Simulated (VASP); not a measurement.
# TaN in VASP: single point with PBEsol

Aim: the single point of TaN with PBEsol.

Program: VASP 6.6.1. These are calculated values, not measurements. Logs are shortened: lines on timing, memory, paths and dates and some standing lists are left out, and cuts for length are marked.

### Step 1. The cell of the first run

The cell holds a slab with vacuum, 20 atoms: a = 2.889 Å, b = 5.861 Å, c = 26.678 Å, α = 90.00°, β = 90.00°, γ = 90.00°.

### Step 2. Single point, PBEsol

Contents of INCAR:

```
PREC     = Accurate       # precision mode
ENCUT    = 520            # plane-wave cutoff, eV
EDIFF    = 1E-6           # SCF threshold, eV
ISMEAR   = 0              # smearing method
SIGMA    = 0.1            # smearing width, eV
LREAL    = Auto         
LASPH    = True           # aspherical terms in the spheres
NELM     = 60             # most SCF steps
ALGO     = Fast           # electronic algorithm
ISIF     = 2              # what is computed and relaxed
LWAVE    = False          # write WAVECAR
LCHARG   = True           # write CHGCAR
LDIPOL   = True         
IDIPOL   = 3            
DIPOL    = 0.5 0.5 0.500
GGA      = PS             # functional
LELF     = True           # ELF
LVHAR    = True         
LVACPOTAV= True         
NBANDS   = 96             # bands
```

Contents of KPOINTS:

```
Automatic mesh
0
Gamma
  12 6 1
```

Contents of POSCAR:

```
TaN
1.0
    2.8894657263      0.0000000000      0.0000000000
    0.0000000000      5.8607957987      0.0000000000
    0.0000000000      0.0000000000     26.6776367043
N Ta
10 10
Direct
    0.0000000000      0.2500000000      0.2811343480
    0.0000000000      0.7500000000      0.3436673914
    0.5000000000      0.2500000000      0.3749339131
    0.5000000000      0.7500000000      0.4374669566
    0.0000000000      0.2500000000      0.4687334783
    0.0000000000      0.7500000000      0.5312665217
    0.5000000000      0.2500000000      0.5625330434
    0.5000000000      0.7500000000      0.6250660869
    0.0000000000      0.2500000000      0.6563326086
    0.0000000000      0.7500000000      0.7188656520
    0.5000000000      0.0000000000      0.3124008697
    0.5000000000      0.5000000000      0.3124008697
    0.0000000000      0.0000000000      0.4062004348
    0.0000000000      0.5000000000      0.4062004348
    0.5000000000      0.0000000000      0.5000000000
    0.5000000000      0.5000000000      0.5000000000
    0.0000000000      0.0000000000      0.5937995652
    0.0000000000      0.5000000000      0.5937995652
    0.5000000000      0.0000000000      0.6875991303
    0.5000000000      0.5000000000      0.6875991303
```

Potentials or basis: VASP PAW PBE potentials, release 64 (N, Ta_pv).

Command:

```
$ cat potpaw_PBE.64/N/POTCAR potpaw_PBE.64/Ta_pv/POTCAR > POTCAR
$ mpirun -np 1 vasp_std > vasp.out
```

OUTCAR:

```text
PREC = Accurate
   ENCUT = 520
   EDIFF = 1E-6
   ISMEAR = 0
   LREAL = Auto
   LASPH = True
   NELM = 60
   ISIF = 2
   GGA = PS

 ion  position               nearest neighbor table
   1  0.000  0.250  0.281-  11 2.22  12 2.22  11 2.22  12 2.22
   2  0.000  0.750  0.344-  13 2.22  14 2.22  11 2.22  12 2.22  11 2.22  12 2.22
   3  0.500  0.250  0.375-  11 2.22  12 2.22  13 2.22  14 2.22  13 2.22  14 2.22
   4  0.500  0.750  0.437-  15 2.22  16 2.22  13 2.22  14 2.22  13 2.22  14 2.22
   5  0.000  0.250  0.469-  15 2.22  16 2.22  15 2.22  16 2.22  13 2.22  14 2.22
   6  0.000  0.750  0.531-  15 2.22  16 2.22  15 2.22  16 2.22  17 2.22  18 2.22
   7  0.500  0.250  0.563-  15 2.22  16 2.22  17 2.22  18 2.22  17 2.22  18 2.22
   8  0.500  0.750  0.625-  19 2.22  20 2.22  17 2.22  18 2.22  17 2.22  18 2.22
   9  0.000  0.250  0.656-  17 2.22  18 2.22  19 2.22  20 2.22  19 2.22  20 2.22
  10  0.000  0.750  0.719-  19 2.22  20 2.22  19 2.22  20 2.22
  11  0.500  0.000  0.312-   3 2.22   2 2.22   1 2.22   1 2.22   2 2.22  13 2.89  13 2.89  12 2.93
                            12 2.93
  12  0.500  0.500  0.312-   3 2.22   2 2.22   1 2.22   1 2.22   2 2.22  14 2.89  14 2.89  11 2.93
                            11 2.93
  13  0.000  0.000  0.406-   2 2.22   3 2.22   3 2.22   4 2.22   4 2.22   5 2.22  11 2.89  11 2.89
                            15 2.89  15 2.89  14 2.93  14 2.93
  14  0.000  0.500  0.406-   2 2.22   3 2.22   3 2.22   4 2.22   4 2.22   5 2.22  12 2.89  12 2.89
                            16 2.89  16 2.89  13 2.93  13 2.93
  15  0.500  0.000  0.500-   4 2.22   7 2.22   6 2.22   5 2.22   5 2.22   6 2.22  13 2.89  17 2.89
                            13 2.89  17 2.89  16 2.93  16 2.93
  16  0.500  0.500  0.500-   4 2.22   7 2.22   6 2.22   5 2.22   5 2.22   6 2.22  14 2.89  18 2.89
                            14 2.89  18 2.89  15 2.93  15 2.93
  17  0.000  0.000  0.594-   9 2.22   8 2.22   8 2.22   7 2.22   7 2.22   6 2.22  19 2.89  19 2.89
                            15 2.89  15 2.89  18 2.93  18 2.93
  18  0.000  0.500  0.594-   9 2.22   8 2.22   8 2.22   7 2.22   7 2.22   6 2.22  20 2.89  20 2.89
                            16 2.89  16 2.89  17 2.93  17 2.93
  19  0.500  0.000  0.688-   8 2.22   9 2.22  10 2.22   9 2.22  10 2.22  17 2.89  17 2.89  20 2.93
                            20 2.93
  20  0.500  0.500  0.688-   8 2.22   9 2.22  10 2.22   9 2.22  10 2.22  18 2.89  18 2.89  19 2.93
                            19 2.93

  LATTYP: Found a simple orthorhombic cell.
 ALAT       =     2.8894657263
 B/A-ratio  =     2.0283320011
 C/A-ratio  =     9.2327230122

  Lattice vectors:

 A1 = (   2.8894657263,   0.0000000000,   0.0000000000)
 A2 = (   0.0000000000,   5.8607957987,   0.0000000000)
 A3 = (   0.0000000000,   0.0000000000,  26.6776367043)

Analysis of symmetry for initial positions (statically):
=====================================================================
 Subroutine PRICEL returns:
 Original cell was already a primitive cell.

 Routine SETGRP: Setting up the symmetry group for a
 simple orthorhombic supercell.

 Subroutine GETGRP returns: Found  8 space group operations
 (whereof  4 operations were pure point group operations)
 out of a pool of  8 trial point group operations.

The static configuration has the point symmetry C_2h.
 The point group associated with its full space group is D_2h.

Analysis of symmetry for dynamics (positions and initial velocities):
=====================================================================
 Subroutine PRICEL returns:
 Original cell was already a primitive cell.

 Routine SETGRP: Setting up the symmetry group for a
 simple orthorhombic supercell.

 Subroutine GETGRP returns: Found  8 space group operations
 (whereof  4 operations were pure point group operations)
 out of a pool of  8 trial point group operations.

The dynamic configuration has the point symmetry C_2h.
 The point group associated with its full space group is D_2h.

 Subroutine INISYM returns: Found  8 space group operations
 (whereof  4 operations are pure point group operations),
 and found     1 'primitive' translations

----------------------------------------------------------------------------------------

                                     Primitive cell

  volume of cell :     451.7743

  direct lattice vectors                    reciprocal lattice vectors
     2.889465726  0.000000000  0.000000000     0.346084742  0.000000000  0.000000000
     0.000000000  5.860795799  0.000000000     0.000000000  0.170625293  0.000000000
     0.000000000  0.000000000 26.677636704     0.000000000  0.000000000  0.037484580

  length of vectors
     2.889465726  5.860795799 26.677636704     0.346084742  0.170625293  0.037484580

  position of ions in fractional coordinates (direct lattice)
     0.000000000  0.250000000  0.281134348
     0.000000000  0.750000000  0.343667391
     0.500000000  0.250000000  0.374933913
     0.500000000  0.750000000  0.437466957
     0.000000000  0.250000000  0.468733478
     0.000000000  0.750000000  0.531266522
[... 12 lines left out ...]
     0.500000000  0.000000000  0.687599130
     0.500000000  0.500000000  0.687599130

  ion indices of the primitive-cell ions
   primitive index   ion index
                 1           1
                 2           2
                 3           3
                 4           4
                 5           5
                 6           6
[... 12 lines left out ...]
                19          19
                20          20

----------------------------------------------------------------------------------------

 KPOINTS: Automatic mesh

Automatic generation of k-mesh.
 Grid dimensions read from file:
 generate k-points for:   12    6    1

 Generating k-lattice:

  Cartesian coordinates                     Fractional coordinates (reciprocal lattice)
     0.028840395  0.000000000  0.000000000     0.083333333  0.000000000  0.000000000
     0.000000000  0.028437549  0.000000000     0.000000000  0.166666667  0.000000000
     0.000000000  0.000000000  0.037484580     0.000000000  0.000000000  1.000000000

  Length of vectors
     0.028840395  0.028437549  0.037484580

  Shift w.r.t. Gamma in fractional coordinates (k-lattice)
     0.000000000  0.000000000  0.000000000

 Subroutine IBZKPT returns following result:
 ===========================================

 Found     28 irreducible k-points:

 Following reciprocal coordinates:
            Coordinates               Weight
  0.000000  0.000000  0.000000      1.000000
  0.083333  0.000000  0.000000      2.000000
  0.166667  0.000000  0.000000      2.000000
  0.250000  0.000000  0.000000      2.000000
  0.333333  0.000000  0.000000      2.000000
  0.416667  0.000000  0.000000      2.000000
[... 16 lines left out ...]
  0.083333  0.500000  0.000000      2.000000
  0.166667  0.500000  0.000000      2.000000
 [... further k-points ...]
   k-points           NKPTS =     28   k-points in BZ     NKDIM =     28   number of bands    NBANDS=     96
   number of dos      NEDOS =    301   number of ions     NIONS =     20
   total plane-waves  NPLWV = 230400
   dimension x,y,z NGX =    24 NGY =   48 NGZ =  200
   dimension x,y,z NGXF=    48 NGYF=   96 NGZF=  400
   ions per type =              10  10
   NGX,Y,Z   is equivalent  to a cutoff of  13.81, 13.62, 12.46 a.u.
   NGXF,Y,Z  is equivalent  to a cutoff of  27.62, 27.23, 24.93 a.u.
 SYSTEM =  unknown system
   PREC   = accura    normal or accurate (medium, high low for compatibility)
   ISTART =      0    job   : 0-new  1-cont  2-samecut
   ICHARG =      2    charge: 1-file 2-atom 10-const
   ISPIN  =      1    spin polarized calculation?
   LNONCOLLINEAR =      F non collinear calculations
   LSORBIT =      F    spin-orbit coupling
   LASPH  =      T    aspherical Exc in radial PAW
   ENCUT  =  520.0 eV  38.22 Ry    6.18 a.u.   5.37 10.90 49.60*2*pi/ulx,y,z
   NELM   =     60;   NELMIN=  2; NELMDL= -5     # of ELM steps
   EDIFF  = 0.1E-05   stopping-criterion for ELM
   LREAL  =      T    real-space projection
   EDIFFG = 0.1E-04   stopping-criterion for IOM
   NSW    =      0    number of steps for IOM
   IBRION =     -1    ionic relax: 0-MD 1-quasi-New 2-CG
   NFREE  =      0    steps in history (QN), initial steepest desc. (CG)
   ISIF   =      2    stress and relaxation
   ISYM   =      2    0-nonsym 1-usesym 2-fastsym
   POTIM  = 0.5000    time-step for ionic-motion
   TEBEG  =    0.0;   TEEND  =   0.0 temperature during run
   PSTRESS=    0.0 pullay stress
   NELECT =     160.0000    total number of electrons
   NUPDOWN=      -1.0000    fix difference up-down
   EMIN   =  10.00;   EMAX   =-10.00  energy-range for DOS
   EFERMI =   0.00;   METHOD = LEGACY
   ISMEAR =     0;   SIGMA  =   0.10  broadening in eV -4-tet -1-fermi 0-gaus
   EFERMI_NEDOS =   21; number of points for ismear=-14 and -15
   IALGO  =     68    algorithm
   IMIX   =      4    mixing-type and parameters
     AMIX     =   0.40;   BMIX     =  1.00
     AMIX_MAG =   1.60;   BMIX_MAG =  1.00
  volume/ion in A,a.u.               =      22.59       152.44
  Fermi-wavevector in a.u.,A,eV,Ry     =   1.158264  2.188802 18.253251  1.341576
  Thomas-Fermi vector in A             =   2.294868
   LORBIT       =      0    0 simple, 1 ext, 2 COOP (PROOUT), +10 PAW based schemes
   GGA     = PS    functional components
   LHFCALC =     F    Hartree Fock is set to
   AEXX    =    0.0000 exact exchange contribution
   IVDW    =     0    specifies the selected vdW correction
   LEPSILON=     F    determine dielectric tensor
   LRPA    =     F    only Hartree local field effects (RPA)
 non-spin polarized calculation
 RMM-DIIS sequential band-by-band and
 Gauss-broadening in eV      SIGMA  =   0.10
  energy-cutoff  :      520.00
  volume of cell :      451.77
 maximum number of plane-waves:     12240
 NGX is ok and might be reduce to    24
   NGX = 11   NGY = 21   NGZ = 99

 number of electron     160.0000002 magnetization

 dipolmoment           0.000000      0.000000      0.000000 electrons x Angstroem

 Free energy of the ion-electron system (eV)
  ---------------------------------------------------
  ext. energy  EPLUGINS =         0.00000000
  ---------------------------------------------------
  free energy    TOTEN  =      -227.76929394 eV

  energy without entropy =     -227.73215096  energy(sigma->0) =     -227.75072245

 E-fermi :   1.2476     XC(G=0):  -7.1464

 val. band max:        1.2357435373   @ k =   0.2500   0.3333   0.0000
 cond. band min:       1.2488516484   @ k =   0.2500   0.1667   0.0000
 fundamental gap:      0.0131081111
 Fermi energy:         1.2476497255

 k-point     1 :       0.0000    0.0000    0.0000
  band No.  band energies     occupation
      1     -34.3143      2.00000
      2     -34.2366      2.00000
      3     -34.2208      2.00000
      4     -34.1845      2.00000
      5     -34.1717      2.00000
      6     -34.1361      2.00000
[... 84 lines left out ...]
     91       3.6237      0.00000
     92       3.6784      0.00000

 k-point     2 :       0.0833    0.0000    0.0000
  band No.  band energies     occupation
      1     -34.2938      2.00000
      2     -34.2231      2.00000
      3     -34.2098      2.00000
      4     -34.1738      2.00000
      5     -34.1530      2.00000
      6     -34.1256      2.00000
[... 2174 lines left out ...]
     91       2.8238      0.00000
     92       2.8238      0.00000

 [... further k-points ...]

 [bands above 92 left out]

------------------------ aborting loop because EDIFF is reached ----------------------------------------

  FORCE on cell =-STRESS in cart. coord.  units (eV):
  Direction    XX          YY          ZZ          XY          YZ          ZX
  --------------------------------------------------------------------------------------
  -------------------------------------------------------------------------------------
  Total       -7.7313940    -16.4841430     -5.0093217      0.0000000      0.0000000      0.0000000
  in kB      -27.4187023    -58.4595494    -17.7651145      0.0000000      0.0000000      0.0000000
  external PRESSURE =     -34.5477887 kB  Pullay stress =       0.0000000 kB

 VOLUME and BASIS-vectors are now :
 -----------------------------------------------------------------------------
  energy-cutoff  :      520.00
  volume of cell :      451.77
      direct lattice vectors                 reciprocal lattice vectors
     2.889465726  0.000000000  0.000000000     0.346084742  0.000000000  0.000000000
     0.000000000  5.860795799  0.000000000     0.000000000  0.170625293  0.000000000
     0.000000000  0.000000000 26.677636704     0.000000000  0.000000000  0.037484580

 POSITION                                       TOTAL-FORCE (eV/Angst)
 -----------------------------------------------------------------------------------
      0.00000      1.46520      7.50000         0.000000      0.000000      2.469873
      0.00000      4.39560      9.16823         0.000000      0.000000      0.106244
      1.44473      1.46520     10.00235         0.000000      0.000000     -0.422402
      1.44473      4.39560     11.67058         0.000000      0.000000      0.289276
      0.00000      1.46520     12.50470        -0.000000      0.000000      0.026025
      0.00000      4.39560     14.17294         0.000000      0.000000     -0.026025
[... 12 lines left out ...]
      1.44473      0.00000     18.34352         0.000000     -2.674388      0.886881
      1.44473      2.93040     18.34352         0.000000      2.674388      0.886881
 -----------------------------------------------------------------------------------
    total drift:                                0.000000      0.000000      0.000000

  FREE ENERGIE OF THE ION-ELECTRON SYSTEM (eV)
  ---------------------------------------------------
  free  energy   TOTEN  =      -227.7692939389 eV

  energy  without entropy=     -227.7321509606  energy(sigma->0) =     -227.75072245

 vacuum level on the upper side and lower side of the slab         6.299         6.299
```

Wall time 63 min (1 thread of Oxide Virtual Turin-like, shared host); peak memory 0.95 GiB.

Results:

* Free energy: -227.7693 eV
* Largest force: 2.818 eV/Å
* Band gap on the k mesh: zero (bands 80 and 81 overlap by 0.67 eV)

Forces in eV/Å, atoms in the order of the input:
```
N    0.000  0.000  2.470
N    0.000  0.000  0.106
N    0.000  0.000 -0.422
N    0.000  0.000  0.289
N    0.000  0.000  0.026
N    0.000  0.000 -0.026
N    0.000  0.000 -0.289
N    0.000  0.000  0.422
N    0.000  0.000 -0.106
N    0.000  0.000 -2.470
Ta   0.000  2.674 -0.887
Ta   0.000 -2.674 -0.887
Ta   0.000 -0.216 -0.534
Ta   0.000  0.216 -0.534
Ta   0.000  0.000  0.000
Ta   0.000  0.000  0.000
Ta   0.000  0.216  0.534
Ta   0.000 -0.216  0.534
Ta   0.000 -2.674  0.887
Ta   0.000  2.674  0.887
```

Levels at points of the mesh, in eV from the Fermi level:
| k point | band 78 | band 79 | band 80 | band 81 | band 82 | band 83 |
| --- | --- | --- | --- | --- | --- | --- |
| (0.00, 0.00, 0.00) | -0.55 | -0.37 | -0.11 | -0.09 | 0.01 | 0.09 |
| (0.50, 0.00, 0.00) | -1.05 | -0.48 | -0.44 | 0.42 | 1.33 | 1.39 |
| (0.00, 0.50, 0.00) | -1.09 | -0.66 | -0.66 | 0.05 | 0.05 | 0.83 |
| (0.50, 0.50, 0.00) | -1.29 | 0.09 | 0.09 | 0.81 | 0.81 | 1.41 |

Caveat: the PAW data sets were made with another functional, which shifts forces and pressure a little; spin-orbit coupling is left out, which moves the levels of the heavy elements.
